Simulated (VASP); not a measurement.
# Co (P6_3/mmc) in VASP: further runs, part 2 of 2

VASP 6.6.1. The steps go on from the part before.

## Step 4: Relaxation of cell and atoms, LDA, collinear spin, ferromagnetic start

This run uses another cell than the first one, of 10.64 Å³/atom, 0.937 times its volume.

The input, INCAR:

```
PREC     = Accurate       # precision mode
ENCUT    = 600            # plane-wave cutoff, eV
EDIFF    = 1E-6           # SCF threshold, eV
ISMEAR   = -1             # smearing method
SIGMA    = 0.05           # smearing width, eV
LREAL    = False          # projectors in reciprocal space
LASPH    = True           # aspherical terms in the spheres
NELM     = 150            # most SCF steps
ALGO     = Normal         # electronic algorithm
ISIF     = 3              # what is computed and relaxed
LWAVE    = False          # write WAVECAR
LCHARG   = False          # write CHGCAR
ISPIN    = 2              # spin polarisation
MAGMOM   = 2 2            # initial moments
LORBIT   = 11             # projections on sites
LMAXMIX  = 4              # l up to which the mixer works
IBRION   = 2              # ionic algorithm
NSW      = 80             # ionic steps
EDIFFG   = -0.005         # ionic threshold
```

The input, KPOINTS:

```
regular mesh
0
Gamma
  12 12 7
```

The input, POSCAR:

```
Co
1.0
    2.4719999032      0.0000000000      0.0000000000
   -1.2359999516      2.1408147143      0.0000000000
    0.0000000000      0.0000000000      4.0211440800
Co
2
Direct
    0.6666666667      0.3333333333      0.7500000000
    0.3333333333      0.6666666667      0.2500000000
```

Potentials or basis: VASP PAW LDA potentials, release 64 (Co).

Command:

```console
$ cat potpaw_LDA.64/Co/POTCAR > POTCAR
$ mpirun -np 1 vasp_std > vasp.out
```

OUTCAR:

```text
PREC = Accurate
   ENCUT = 600
   EDIFF = 1E-6
   ISMEAR = -1
   LREAL = False
   LASPH = True
   NELM = 150
   ISIF = 3
   ISPIN = 2
   LORBIT = 11
   IBRION = 2
   NSW = 80
   EDIFFG = -0.005

 ion  position               nearest neighbor table
   1  0.667  0.333  0.750-   2 2.47   2 2.47   2 2.47   2 2.47   2 2.47   2 2.47
   2  0.333  0.667  0.250-   1 2.47   1 2.47   1 2.47   1 2.47   1 2.47   1 2.47

  LATTYP: Found a hexagonal cell.
 ALAT       =     2.4719999032
 C/A-ratio  =     1.6266764715

  Lattice vectors:

 A1 = (   2.4719999032,   0.0000000000,   0.0000000000)
 A2 = (  -1.2359999516,   2.1408147143,   0.0000000000)
 A3 = (   0.0000000000,   0.0000000000,   4.0211440800)

Analysis of symmetry for initial positions (statically):
=====================================================================
 Subroutine PRICEL returns:
 Original cell was already a primitive cell.

 Routine SETGRP: Setting up the symmetry group for a
 hexagonal supercell.

 Subroutine GETGRP returns: Found 24 space group operations
 (whereof 12 operations were pure point group operations)
 out of a pool of 24 trial point group operations.

The static configuration has the point symmetry D_3d.
 The point group associated with its full space group is D_6h.

Analysis of symmetry for dynamics (positions and initial velocities):
=====================================================================
 Subroutine PRICEL returns:
 Original cell was already a primitive cell.

 Routine SETGRP: Setting up the symmetry group for a
 hexagonal supercell.

 Subroutine GETGRP returns: Found 24 space group operations
 (whereof 12 operations were pure point group operations)
 out of a pool of 24 trial point group operations.

The dynamic configuration has the point symmetry D_3d.
 The point group associated with its full space group is D_6h.

Analysis of structural, dynamic, and magnetic symmetry:
=====================================================================
 Subroutine PRICEL returns:
 Original cell was already a primitive cell.
[... 159 lines left out ...]

------------------------ aborting loop because EDIFF is reached ----------------------------------------

  FORCE on cell =-STRESS in cart. coord.  units (eV):
  Direction    XX          YY          ZZ          XY          YZ          ZX
  --------------------------------------------------------------------------------------
  -------------------------------------------------------------------------------------
  Total       -1.9732178     -1.9732178     -2.3232148      0.0000000      0.0000000      0.0000000
  in kB     -148.5622391   -148.5622391   -174.9132807      0.0000000      0.0000000      0.0000000
  external PRESSURE =    -157.3459196 kB  Pullay stress =       0.0000000 kB
[... 275 lines left out ...]
--------------------------------------- Ionic step        9  -------------------------------------------

 number of electron      18.0000004 magnetization       2.9548625

 Free energy of the ion-electron system (eV)
  ---------------------------------------------------
  ext. energy  EPLUGINS =         0.00000000
  ---------------------------------------------------
  free energy    TOTEN  =       -16.25971872 eV

  energy without entropy =      -16.24571592  energy(sigma->0) =      -16.25271732

 E-fermi :  11.1581     XC(G=0): -14.2479

 val. band max:       11.1394798233   @ k =   0.2500   0.0000   0.1429
 cond. band min:      11.1788461542   @ k =   0.3333   0.0833   0.4286
 fundamental gap:      0.0393663309
 Fermi energy:        11.1581213016

 spin component 1

 k-point     1 :       0.0000    0.0000    0.0000
  band No.  band energies     occupation
      1       1.7708      1.00000
      2       5.7093      1.00000
      3       8.6061      1.00000
      4       8.6199      1.00000
      5       8.6199      1.00000
      6       8.9906      1.00000
      7       8.9906      1.00000
      8       9.3927      1.00000
      9       9.3927      1.00000
     10      10.6826      0.99993
     11      10.6826      0.99993
     12      11.1061      0.73897
     13      18.4691      0.00000
     14      33.8478      0.00000
[... 403 lines left out ...]
      4       7.8121      1.00000
      5       8.6708      1.00000
      6       8.7166      1.00000
      7       9.2037      1.00000
      8      10.2555      1.00000
      9      10.3207      1.00000
     10      10.3944      1.00000
     11      10.8678      0.99700
     12      16.0531      0.00000
     13      20.7603      0.00000
     14      22.3866      0.00000
     15      27.7435      0.00000

 [... further k-points ...]

 spin component 2

 k-point     1 :       0.0000    0.0000    0.0000
  band No.  band energies     occupation
      1       1.9581      1.00000
      2       6.5684      1.00000
      3       9.9705      1.00000
      4       9.9705      1.00000
      5       9.9715      1.00000
      6      10.3860      1.00000
      7      10.3860      1.00000
      8      10.8468      0.99803
      9      10.8468      0.99803
     10      11.2837      0.07501
     11      12.2340      0.00000
     12      12.2340      0.00000
     13      19.4010      0.00000
     14      33.9001      0.00000
[... 444 lines left out ...]
  FREE ENERGIE OF THE ION-ELECTRON SYSTEM (eV)
  ---------------------------------------------------
  free  energy   TOTEN  =       -16.2597187173 eV

  energy  without entropy=      -16.2457159229  energy(sigma->0) =      -16.25271732

 reached required accuracy - stopping structural energy minimisation

 total charge

# of ion       s       p       d       tot
------------------------------------------
    1        0.525   0.594   7.343   8.462
    2        0.525   0.594   7.343   8.462
--------------------------------------------------
tot          1.050   1.188  14.685  16.924

 magnetization (x)

# of ion       s       p       d       tot
------------------------------------------
    1       -0.013  -0.038   1.521   1.470
    2       -0.013  -0.038   1.521   1.470
--------------------------------------------------
tot         -0.026  -0.076   3.041   2.939
```

OSZICAR:

```text
N       E                     dE             d eps       ncg     rms          rms(c)
DAV:   1     0.864494154878E+02    0.86449E+02   -0.95696E+03  4656   0.186E+03
DAV:   2    -0.159868483069E+02   -0.10244E+03   -0.95211E+02  4574   0.272E+02
[... 73 lines left out ...]
DAV:   1    -0.162601891891E+02   -0.51019E-03   -0.55956E-03  4560   0.144E+00    0.177E-01
DAV:   2    -0.162598117387E+02    0.37745E-03   -0.20246E-03  4910   0.965E-01    0.107E-01
DAV:   3    -0.162597327605E+02    0.78978E-04   -0.22320E-04  4847   0.318E-01    0.485E-02
DAV:   4    -0.162597253264E+02    0.74341E-05   -0.27235E-06  4860   0.220E-02    0.177E-02
DAV:   5    -0.162597186609E+02    0.66656E-05   -0.99850E-07  2669   0.172E-02    0.246E-03
DAV:   6    -0.162597187173E+02   -0.56481E-07   -0.51873E-07  2336   0.890E-03
   9 F= -.16259719E+02 E0= -.16252717E+02  d E =-.314824E-04  mag=     2.9549
```

It took 1.7 min on 1 thread of Intel Xeon 6975P-C (Granite Rapids), shared host; peak memory 0.17 GiB.

Results:

```yaml
Free_energy: -16.2597 eV
Relaxed_volume: 9.96 Å³/atom
Relaxed_cell: a = 2.425 Å, b = 2.425 Å, c = 3.911 Å, α = 90.00°, β = 90.00°, γ = 120.00°
Space_group_after_relaxing_to_0.05_Å: P6_3/mmc (No. 194)
Energy_gained_by_relaxing: 36.3 meV/atom
Ionic_steps: 9
Pressure_after_relaxing: -0.1 GPa
Net_moment: 2.95 μB per cell
Site_moments: Co +1.47 μB
Valence_electrons_inside_the_program's_atomic_spheres: Co 8.46
```

The path:
| step | energy change (eV) | largest force (eV/Å) | pressure (GPa) | volume (Å³) |
| --- | --- | --- | --- | --- |
| 1 | 0.0000 | 0.0000 | -15.73 | 21.28 |
| 2 | 0.0668 | 0.0000 | 27.18 | 18.22 |
| 3 | -0.0722 | 0.0000 | -0.57 | 19.96 |
| 4 | -0.0723 | 0.0000 | 0.01 | 19.91 |
| 5 | -0.0722 | 0.0000 | 0.37 | 19.89 |
| 6 | -0.0726 | 0.0000 | 0.37 | 19.89 |
| 7 | -0.0726 | 0.0000 | 0.36 | 19.89 |
| 8 | -0.0726 | 0.0000 | -0.44 | 19.95 |
| 9 | -0.0726 | 0.0000 | -0.06 | 19.92 |

Final structure:
```cif
data_structure
_symmetry_space_group_name_H-M 'P 1'
_symmetry_Int_Tables_number 1
_cell_length_a 2.4249
_cell_length_b 2.4249
_cell_length_c 3.9112
_cell_angle_alpha 90.000
_cell_angle_beta 90.000
_cell_angle_gamma 120.000
_cell_volume 19.92
loop_
_atom_site_label
_atom_site_type_symbol
_atom_site_fract_x
_atom_site_fract_y
_atom_site_fract_z
_atom_site_occupancy
Co1 Co 0.66667 0.33333 0.75000 1
Co2 Co 0.33333 0.66667 0.25000 1
```

## Step 5: Single point, RPBE, collinear spin, ferromagnetic start

This run uses another cell than the first one, of 10.64 Å³/atom, 0.937 times its volume.

The input, INCAR:

```
ALGO = Normal ; EDIFF = 1E-6
ENCUT = 520 ; GGA = RP
ISIF = 2 ; ISMEAR = -1
ISPIN = 2 ; LASPH = True
LCHARG = False ; LMAXMIX = 4
LORBIT = 11 ; LREAL = False
LWAVE = False ; MAGMOM = 2 2
NBANDS = 20 ; NELM = 150
PREC = Accurate ; SIGMA = 0.05
```

The input, KPOINTS:

```
k-points
0
Gamma
  12 12 7
```

POSCAR is that of step 4.

Potentials or basis: VASP PAW PBE potentials, release 64 (Co).

Command:

```console
$ cat potpaw_PBE.64/Co/POTCAR > POTCAR
$ mpirun -np 1 vasp_std > vasp.out
```

Wall time 32 s (1 thread of AMD EPYC 9R14 (Zen 4), shared host); peak memory 0.13 GiB.

It converged, with:

- Free energy: -13.0026 eV
- Pressure: 10.0 GPa
- Net moment: 3.22 μB per cell
- Site moments: Co +1.63 μB
- Valence electrons inside the program's atomic spheres: Co 8.31

Stress tensor (GPa, compression positive):
```
10.92  0.00  0.00
 0.00 10.92  0.00
 0.00  0.00  8.10
```

Levels at points of the mesh, in eV from the Fermi level:
Spin up:
```
           k point  band 9  band 10  band 11  band 12  band 13  band 14
(0.00, 0.00, 0.00)   -1.96    -0.85    -0.85    -0.14     6.45    22.21
(0.50, 0.00, 0.00)   -0.63    -0.55     1.35     3.43     9.82    10.52
```
Spin down:
```tsv
k point	band 4	band 5	band 6	band 7	band 8	band 9	band 10	band 11
(0.00, 0.00, 0.00)	-0.97	-0.97	-0.60	-0.60	-0.26	-0.14	-0.14	1.08
(0.50, 0.00, 0.00)	-1.88	-1.11	-1.07	-0.65	1.24	1.34	1.40	2.60
```

Caveat: the PAW data sets were made with another functional, which shifts forces and pressure a little.

## Step 6: The runs side by side

```csv
task,level,potentials or basis,cell,cutoff (eV),gap on the mesh (eV),pressure (GPa),moment (μB),relaxed volume (Å³/atom)
single point,BLYP,"VASP PAW PBE potentials, release 64 (Co)","a = 2.536, b = 2.536, c = 4.080 Å, angles 90.0, 90.0, 120.0°, 2 atoms",520,none,-0.2,3.25,-
relaxation of cell and atoms,BLYP,"VASP PAW PBE potentials, release 64 (Co)","relaxed from a = 2.472, b = 2.472, c = 4.021 Å, angles 90.0, 90.0, 120.0°, 2 atoms",600,none,0.1,3.25,11.34
relaxation of cell and atoms,LDA,"VASP PAW LDA potentials, release 64 (Co)","relaxed from a = 2.472, b = 2.472, c = 4.021 Å, angles 90.0, 90.0, 120.0°, 2 atoms",600,none,-0.1,2.95,9.96
single point,RPBE,"VASP PAW PBE potentials, release 64 (Co)","a = 2.472, b = 2.472, c = 4.021 Å, angles 90.0, 90.0, 120.0°, 2 atoms",520,none,10.0,3.22,-
```

Alike in all rows: spin collinear, ferromagnetic start; k mesh 12 × 12 × 7; smearing fermi-dirac 0.05 eV.

Caveats: the PAW data sets were made with another functional, which shifts forces and pressure a little (some runs).

Absolute energies hang on the potentials; compare differences alone.
